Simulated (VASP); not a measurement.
A run of VASP 6.6.1 is set up as follows.

INCAR

```
SYSTEM = Mg3Te2O
ALGO     = Normal         ! electronic algorithm
EDIFF    = 1E-6           ! SCF threshold, eV
EDIFFG   = -0.01          ! ionic threshold
ENCUT    = 600            ! plane-wave cutoff, eV
GGA      = PE             ! functional
IBRION   = 2              ! ionic algorithm
ISIF     = 3              ! what is computed and relaxed
ISMEAR   = 0              ! smearing method
LASPH    = .True.         ! aspherical terms in the spheres
LCHARG   = .False.        ! write CHGCAR
LREAL    = .False.        ! projectors in reciprocal space
LWAVE    = .False.        ! write WAVECAR
NELM     = 60             ! most SCF steps
NSW      = 100            ! ionic steps
PREC     = Accurate       ! precision mode
SIGMA    = 0.1            ! smearing width, eV
```

Contents of KPOINTS:

```
k-points
0
Gamma
  12 12 8
  0 0 0
```

The input POSCAR:

```
Mg3Te2O
1.0
    5.5977924724      0.0000000000      0.0000000000
   -2.7988962362      4.8478304862      0.0000000000
    0.0000000000      0.0000000000      5.3465369377
Mg Te O
3 2 1
Direct
    0.5000000000      0.0000000000      0.0000000000
    0.0000000000      0.5000000000      0.0000000000
    0.5000000000      0.5000000000      0.0000000000
    0.3333333333      0.6666666667      0.5000000000
    0.6666666667      0.3333333333      0.5000000000
    0.0000000000      0.0000000000      0.0000000000
```

Potentials or basis: VASP PAW PBE potentials, release 64 (Mg, Te, O).

Run with:

```bash
$ cat potpaw_PBE.64/Mg/POTCAR potpaw_PBE.64/Te/POTCAR potpaw_PBE.64/O/POTCAR > POTCAR
$ mpirun -np 1 vasp_std > vasp.out
```

Task: Predict the space group after relaxing (to 0.1 Å).

Result: P6/mmm (No. 191).

Task: Estimate the relaxed volume.

Result: 24.10 Å³/atom.

Final structure:
```
Mg Te O
1.0
     5.58069    0.00000    0.00000
    -2.79034    4.83302    0.00000
     0.00000    0.00000    5.36092
Mg Te O
3 2 1
Direct
  0.50000 0.00000 0.00000
  0.00000 0.50000 0.00000
  0.50000 0.50000 0.00000
  0.33333 0.66667 0.50000
  0.66667 0.33333 0.50000
  0.00000 0.00000 0.00000
```
